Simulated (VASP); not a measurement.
Wanted: the native input for a VASP 6.6.1 run.

- Task: single point
- Functional: PBEsol
- Potentials or basis: VASP PAW PBE potentials, release 64 (Cd, Se)
- Cutoff: 520 eV
- k mesh: 10 × 10 × 6
- Occupations: gaussian, width 0.05 eV
- Spin: no spin polarisation
- Dipole correction: no
- Further INCAR settings: ALGO = Normal; EDIFF = 1e-06; NBANDS = 26

The structure of CdSe lies in POSCAR:

```
CdSe
1.0
    4.1830649953      0.0000000000      0.0000000000
   -2.0915324976      3.6226405516      0.0000000000
    0.0000000000      0.0000000000      6.8297603240
Cd Se
2 2
Direct
    0.3333333333      0.6666666667      0.0046962241
    0.6666666667      0.3333333333      0.5046962241
    0.3333333333      0.6666666667      0.3803037759
    0.6666666667      0.3333333333      0.8803037759
```

One way to write it, as run:

INCAR

```
ALGO     = Normal         # electronic algorithm
EDIFF    = 1E-6           # SCF threshold, eV
ENCUT    = 520            # plane-wave cutoff, eV
GGA      = PS             # functional
ISIF     = 2              # what is computed and relaxed
ISMEAR   = 0              # smearing method
LASPH    = T              # aspherical terms in the spheres
LCHARG   = T              # write CHGCAR
LELF     = T              # ELF
LREAL    = F              # projectors in reciprocal space
LVHAR    = T            
LWAVE    = F              # write WAVECAR
NBANDS   = 26             # bands
NELM     = 60             # most SCF steps
PREC     = Accurate       # precision mode
SIGMA    = 0.05           # smearing width, eV
```

KPOINTS

```
k-points
0
Gamma
  10 10 6
```

Potentials or basis: VASP PAW PBE potentials, release 64 (Cd, Se).

The run is started by

```bash
$ cat potpaw_PBE.64/Cd/POTCAR potpaw_PBE.64/Se/POTCAR > POTCAR
$ mpirun -np 1 vasp_std > vasp.out
```

It gave:

The pressure is 5.8 GPa, the largest force is 0.011 eV/Å and the band gap on the k mesh is 0.72 eV.

Caveat: the cell stands under pressure; the PAW data sets were made with another functional, which shifts forces and pressure a little.

Wall time 95 s on 1 thread of Intel(R) Xeon(R) Platinum 8488C (Sapphire Rapids) (shared host), peak memory 0.3 GiB.
